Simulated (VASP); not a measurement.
# GaN (zincblende type) (F-43m) in VASP: a series of runs

The runs below take GaN (zincblende type) through relaxation of cell and atoms, single point, with PBE.

Program: VASP 6.6.1. These are calculated values, not measurements. Logs are shortened: lines on timing, memory, paths and dates and some standing lists are left out, and cuts for length are marked.

### 1 The cell of the first run

The structure is cubic, space group F-43m (No. 216). The conventional cell has a = 4.077 Å, b = 4.077 Å, c = 4.077 Å, α = 90.00°, β = 90.00°, γ = 90.00°. Ga (site symmetry -43m) has 4 N at 1.77 Å within 2.3 Å. Within 2.3 Å of N (site symmetry -43m) lie 4 Ga at 1.77 Å.

### 2 Relaxation of cell and atoms, PBE, target pressure 91 GPa, at which the enthalpy is minimised

Contents of INCAR:

```
SYSTEM = GaN
  PREC = Accurate
  ENCUT = 600
  EDIFF = 1E-7
  ISMEAR = -1
  SIGMA = 0.1
  LREAL = .False.
  LASPH = .True.
  NELM = 60
  ALGO = Normal
  ISIF = 3
  LWAVE = .False.
  LCHARG = .False.
  GGA = PE
  IBRION = 2
  NSW = 60
  EDIFFG = -0.005
  PSTRESS = 910.0
```

Contents of KPOINTS:

```
regular mesh
0
Gamma
  17 17 17
  0 0 0
```

Contents of POSCAR:

```
GaN
1.0
    0.0000000000      2.0386653554      2.0386653554
    2.0386653554      0.0000000000      2.0386653554
    2.0386653554      2.0386653554      0.0000000000
Ga N
1 1
Direct
    0.0000000000      0.0000000000      0.0000000000
    0.2500000000      0.2500000000      0.2500000000
```

Potentials or basis: VASP PAW PBE potentials, release 64 (Ga_d, N).

Command:

```console
$ cat potpaw_PBE.64/Ga_d/POTCAR potpaw_PBE.64/N/POTCAR > POTCAR
$ mpirun -np 1 vasp_std > vasp.out
```

OUTCAR:

```text
SYSTEM = GaN
   PREC = Accurate
   ENCUT = 600
   EDIFF = 1E-7
   ISMEAR = -1
   LREAL = .False.
   LASPH = .True.
   NELM = 60
   ISIF = 3
   GGA = PE
   IBRION = 2
   NSW = 60
   EDIFFG = -0.005
   PSTRESS = 910.0

 ion  position               nearest neighbor table
   1  0.000  0.000  0.000-   2 1.77   2 1.77   2 1.77   2 1.77
   2  0.250  0.250  0.250-   1 1.77   1 1.77   1 1.77   1 1.77

  LATTYP: Found a face centered cubic cell.
 ALAT       =     4.0773307108

  Lattice vectors:

 A1 = (   0.0000000000,   2.0386653554,   2.0386653554)
 A2 = (   2.0386653554,   0.0000000000,   2.0386653554)
 A3 = (   2.0386653554,   2.0386653554,   0.0000000000)

Analysis of symmetry for initial positions (statically):
=====================================================================
 Subroutine PRICEL returns:
 Original cell was already a primitive cell.

 Routine SETGRP: Setting up the symmetry group for a
 face centered cubic supercell.

 Subroutine GETGRP returns: Found 24 space group operations
 (whereof 24 operations were pure point group operations)
 out of a pool of 48 trial point group operations.

The static configuration has the point symmetry T_d .

Analysis of symmetry for dynamics (positions and initial velocities):
=====================================================================
 Subroutine PRICEL returns:
 Original cell was already a primitive cell.

 Routine SETGRP: Setting up the symmetry group for a
 face centered cubic supercell.

 Subroutine GETGRP returns: Found 24 space group operations
 (whereof 24 operations were pure point group operations)
 out of a pool of 48 trial point group operations.

The dynamic configuration has the point symmetry T_d .

 Subroutine INISYM returns: Found 24 space group operations
 (whereof 24 operations are pure point group operations),
 and found     1 'primitive' translations

----------------------------------------------------------------------------------------

                                     Primitive cell

  volume of cell :      16.9460

  direct lattice vectors                    reciprocal lattice vectors
     0.000000000  2.038665355  2.038665355    -0.245258497  0.245258497  0.245258497
     2.038665355  0.000000000  2.038665355     0.245258497 -0.245258497  0.245258497
     2.038665355  2.038665355  0.000000000     0.245258497  0.245258497 -0.245258497

  length of vectors
     2.883108195  2.883108195  2.883108195     0.424800177  0.424800177  0.424800177

  position of ions in fractional coordinates (direct lattice)
     0.000000000  0.000000000  0.000000000
     0.250000000  0.250000000  0.250000000

  ion indices of the primitive-cell ions
   primitive index   ion index
                 1           1
                 2           2

----------------------------------------------------------------------------------------

 KPOINTS: regular mesh

Automatic generation of k-mesh.
 Grid dimensions read from file:
 generate k-points for:   17   17   17

 Generating k-lattice:

  Cartesian coordinates                     Fractional coordinates (reciprocal lattice)
    -0.014426970  0.014426970  0.014426970     0.058823529  0.000000000  0.000000000
     0.014426970 -0.014426970  0.014426970     0.000000000  0.058823529  0.000000000
     0.014426970  0.014426970 -0.014426970     0.000000000  0.000000000  0.058823529

  Length of vectors
     0.024988246  0.024988246  0.024988246

  Shift w.r.t. Gamma in fractional coordinates (k-lattice)
     0.000000000  0.000000000  0.000000000

 Subroutine IBZKPT returns following result:
 ===========================================

 Found    165 irreducible k-points:

 Following reciprocal coordinates:
            Coordinates               Weight
  0.000000  0.000000  0.000000      1.000000
  0.058824  0.000000  0.000000      8.000000
  0.117647  0.000000  0.000000      8.000000
  0.176471  0.000000  0.000000      8.000000
  0.235294  0.000000  0.000000      8.000000
  0.294118  0.000000  0.000000      8.000000
[... 16 lines left out ...]
 -0.176471  0.058824  0.000000     24.000000
 -0.117647  0.058824  0.000000     24.000000
 [... further k-points ...]
   k-points           NKPTS =    165   k-points in BZ     NKDIM =    165   number of bands    NBANDS=     13
   number of dos      NEDOS =    301   number of ions     NIONS =      2
   total plane-waves  NPLWV =  13824
   dimension x,y,z NGX =    24 NGY =   24 NGZ =   24
   dimension x,y,z NGXF=    48 NGYF=   48 NGZF=   48
   ions per type =               1   1
   NGX,Y,Z   is equivalent  to a cutoff of  13.84, 13.84, 13.84 a.u.
   NGXF,Y,Z  is equivalent  to a cutoff of  27.68, 27.68, 27.68 a.u.
 SYSTEM =  GaN
   PREC   = accura    normal or accurate (medium, high low for compatibility)
   ISTART =      0    job   : 0-new  1-cont  2-samecut
   ICHARG =      2    charge: 1-file 2-atom 10-const
   ISPIN  =      1    spin polarized calculation?
   LNONCOLLINEAR =      F non collinear calculations
   LSORBIT =      F    spin-orbit coupling
   LASPH  =      T    aspherical Exc in radial PAW
   ENCUT  =  600.0 eV  44.10 Ry    6.64 a.u.   5.76  5.76  5.76*2*pi/ulx,y,z
   NELM   =     60;   NELMIN=  2; NELMDL= -5     # of ELM steps
   EDIFF  = 0.1E-06   stopping-criterion for ELM
   LREAL  =      F    real-space projection
   EDIFFG = -.5E-02   stopping-criterion for IOM
   NSW    =     60    number of steps for IOM
   IBRION =      2    ionic relax: 0-MD 1-quasi-New 2-CG
   NFREE  =      1    steps in history (QN), initial steepest desc. (CG)
   ISIF   =      3    stress and relaxation
   ISYM   =      2    0-nonsym 1-usesym 2-fastsym
   POTIM  = 0.5000    time-step for ionic-motion
   TEBEG  =    0.0;   TEEND  =   0.0 temperature during run
   PSTRESS=  910.0 pullay stress
   NELECT =      18.0000    total number of electrons
   NUPDOWN=      -1.0000    fix difference up-down
   EMIN   =  10.00;   EMAX   =-10.00  energy-range for DOS
   EFERMI =   0.00;   METHOD = LEGACY
   ISMEAR =    -1;   SIGMA  =   0.10  broadening in eV -4-tet -1-fermi 0-gaus
   EFERMI_NEDOS =   21; number of points for ismear=-14 and -15
   IALGO  =     38    algorithm
   IMIX   =      4    mixing-type and parameters
     AMIX     =   0.40;   BMIX     =  1.00
     AMIX_MAG =   1.60;   BMIX_MAG =  1.00
  volume/ion in A,a.u.               =       8.47        57.18
  Fermi-wavevector in a.u.,A,eV,Ry     =   1.670359  3.156520 37.961587  2.790098
  Thomas-Fermi vector in A             =   2.755870
   LORBIT       =      0    0 simple, 1 ext, 2 COOP (PROOUT), +10 PAW based schemes
   GGA     = PE    functional components
   LHFCALC =     F    Hartree Fock is set to
   AEXX    =    0.0000 exact exchange contribution
   IVDW    =     0    specifies the selected vdW correction
   LEPSILON=     F    determine dielectric tensor
   LRPA    =     F    only Hartree local field effects (RPA)
 conjugate gradient relaxation of ions
 non-spin polarized calculation
  energy-cutoff  :      600.00
  volume of cell :       16.95
 maximum number of plane-waves:       578
   NGX = 11   NGY = 11   NGZ = 11

--------------------------------------- Ionic step        1  -------------------------------------------

 number of electron      18.0000005 magnetization

 Free energy of the ion-electron system (eV)
  ---------------------------------------------------
  ext. energy  EPLUGINS =         0.00000000
  ---------------------------------------------------
  free energy    TOTEN  =       -10.39831404 eV

  energy without entropy =      -10.39831404  energy(sigma->0) =      -10.39831404

------------------------ aborting loop because EDIFF is reached ----------------------------------------

  FORCE on cell =-STRESS in cart. coord.  units (eV):
  Direction    XX          YY          ZZ          XY          YZ          ZX
  --------------------------------------------------------------------------------------
  -------------------------------------------------------------------------------------
  Total       12.0092587     12.0092587     12.0092587     -0.0000000      0.0000000      0.0000000
  in kB     1135.4263254   1135.4263254   1135.4263254     -0.0000000      0.0000000      0.0000000
  external PRESSURE =     225.4263254 kB  Pullay stress =     910.0000000 kB
[... 23 lines left out ...]
  enthalpy is  TOTEN    =        -0.7733606802 eV   P V=        9.6249533584

--------------------------------------- Ionic step        2  -------------------------------------------

 number of electron      17.9999993 magnetization

 E-fermi :   8.3041     XC(G=0): -12.3963

 val. band max:        6.8402258466   @ k =   0.0000   0.0000   0.0000
 cond. band min:       9.4208504398   @ k =   0.0000   0.0000   0.0000
 fundamental gap:      2.5806245933
 Fermi energy:         8.3041282504

 k-point     1 :       0.0000    0.0000    0.0000
  band No.  band energies     occupation
      1     -10.3290      2.00000
      2      -6.7954      2.00000
      3      -6.7954      2.00000
      4      -6.7954      2.00000
      5      -6.3146      2.00000
      6      -6.3146      2.00000
      7       6.8402      2.00000
      8       6.8402      2.00000
      9       6.8402      2.00000
     10       9.4209      0.00003
     11      17.9867      0.00000
     12      17.9867      0.00000
     13      17.9867      0.00000
[... 441 lines left out ...]
  enthalpy is  TOTEN    =        -0.8219313327 eV   P V=       10.0523593218

--------------------------------------- Ionic step        4  -------------------------------------------

 number of electron      17.9999993 magnetization

 Free energy of the ion-electron system (eV)
  ---------------------------------------------------
  ext. energy  EPLUGINS =         0.00000000
  ---------------------------------------------------
  free energy    TOTEN  =       -10.85304813 eV

  energy without entropy =      -10.85304812  energy(sigma->0) =      -10.85304812

 E-fermi :  10.3124     XC(G=0): -13.1278

 val. band max:        8.5622569752   @ k =   0.0000   0.0000   0.0000
 cond. band min:      11.9351016116   @ k =   0.0000   0.0000   0.0000
 fundamental gap:      3.3728446365
 Fermi energy:        10.3124002202

 k-point     1 :       0.0000    0.0000    0.0000
  band No.  band energies     occupation
      1      -9.9851      2.00000
      2      -5.4523      2.00000
      3      -5.4523      2.00000
      4      -5.4523      2.00000
      5      -4.7609      2.00000
      6      -4.7609      2.00000
      7       8.5623      2.00000
      8       8.5623      2.00000
      9       8.5623      2.00000
     10      11.9351      0.00000
     11      20.5186      0.00000
     12      20.5186      0.00000
     13      20.5186      0.00000
[... 397 lines left out ...]
  FREE ENERGIE OF THE ION-ELECTRON SYSTEM (eV)
  ---------------------------------------------------
  free  energy   TOTEN  =       -10.8530481250 eV

  energy  without entropy=      -10.8530481237  energy(sigma->0) =      -10.85304812

  enthalpy is  TOTEN    =        -0.8220657130 eV   P V=       10.0309824120

 reached required accuracy - stopping structural energy minimisation
```

It took 73 s on 1 thread of Intel Xeon Platinum 8375C at 2.90GHz (Ice Lake), shared host; peak memory 0.18 GiB.

Results:

- Free energy: -10.8530 eV
- Relaxed volume: 8.83 Å³/atom
- Relaxed cell: a = 2.923 Å, b = 2.923 Å, c = 2.923 Å, α = 60.00°, β = 60.00°, γ = 60.00°
- Space group after relaxing (to 0.05 Å): F-43m (No. 216)
- Energy change on relaxing (the enthalpy is what falls): -227.4 meV/atom
- Ionic steps: 4
- Pressure after relaxing: 91.0 GPa
- Band gap on the k mesh: 3.37 eV, direct

The path:
| step | energy change (eV) | largest force (eV/Å) | pressure (GPa) | volume (Å³) |
| --- | --- | --- | --- | --- |
| 1 | 0.0000 | 0.0000 | 113.54 | 16.95 |
| 2 | -1.3828 | 0.0000 | 38.98 | 20.04 |
| 3 | -0.4760 | 0.0000 | 89.88 | 17.70 |
| 4 | -0.4547 | 0.0000 | 91.02 | 17.66 |

Final structure:
```
CELL_PARAMETERS angstrom
0.00000 2.06694 2.06694
2.06694 0.00000 2.06694
2.06694 2.06694 0.00000
ATOMIC_POSITIONS crystal
Ga 0.00000 0.00000 0.00000
N 0.25000 0.25000 0.25000
```

Levels at points of the mesh, in eV from the valence-band top:
| k point | band 6 | band 7 | band 8 | band 9 | band 10 | band 11 | band 12 | band 13 |
| --- | --- | --- | --- | --- | --- | --- | --- | --- |
| (0.00, 0.00, 0.00) | -13.32 | 0.00 | 0.00 | 0.00 | 3.37 | 11.96 | 11.96 | 11.96 |

Caveat: the cell is relaxed towards a set pressure, so the enthalpy falls and the energy may rise. A k mesh can miss the band edges.

(Continued in part 2 of 2.)
